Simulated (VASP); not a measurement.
Write the native input for VASP 6.6.1 that does the following.

```
Task                   : relaxation of the atoms
Functional             : LDA
Potentials or basis    : VASP PAW LDA potentials, release 64 (Y_sv, Zn)
Cutoff                 : 520 eV
k mesh                 : 11 × 11 × 11
Occupations            : fermi-dirac, width 0.05 eV
Spin                   : no spin polarisation
Dipole correction      : no
Further INCAR settings : ALGO = Normal; EDIFF = 1e-07; IBRION = 2; EDIFFG = -0.01; NSW = 50
```

The structure of YZn lies in POSCAR:

```
YZn
1.0
    0.0000000000      2.8067434723      2.8067434723
    2.8067434723      0.0000000000      2.8067434723
    2.8067434723      2.8067434723      0.0000000000
Y Zn
1 1
Direct
    0.0000000000      0.0000000000      0.0000000000
    0.5000000000      0.5000000000      0.5000000000
```

These files were run (other wordings do the same):

INCAR

```
SYSTEM = YZn
PREC = Accurate
ENCUT = 520
EDIFF = 1E-7
ISMEAR = -1
SIGMA = 0.05
LREAL = .FALSE.
LASPH = .TRUE.
NELM = 60
ALGO = Normal
ISIF = 2
LWAVE = .FALSE.
LCHARG = .FALSE.
GGA = CA
IBRION = 2
NSW = 50
EDIFFG = -0.01
```

KPOINTS

```
Automatic mesh
0
G
  11 11 11
  0 0 0
```

Potentials or basis: VASP PAW LDA potentials, release 64 (Y_sv, Zn).

Launch:

```bash
$ cat potpaw_LDA.64/Y_sv/POTCAR potpaw_LDA.64/Zn/POTCAR > POTCAR
$ mpirun -np 1 vasp_std > vasp.out
```

It gave:

```yaml
Pressure_after_relaxing: 5.8 GPa
Band_gap_on_the_k_mesh: zero (an odd number of electrons rules out a gap without spin polarisation)
```

Caveat: the relaxation stopped at its first step, so nothing moved.

Wall time 60 s on 1 thread of Intel Xeon 8259CL, on a shared host, peak memory 0.2 GiB.
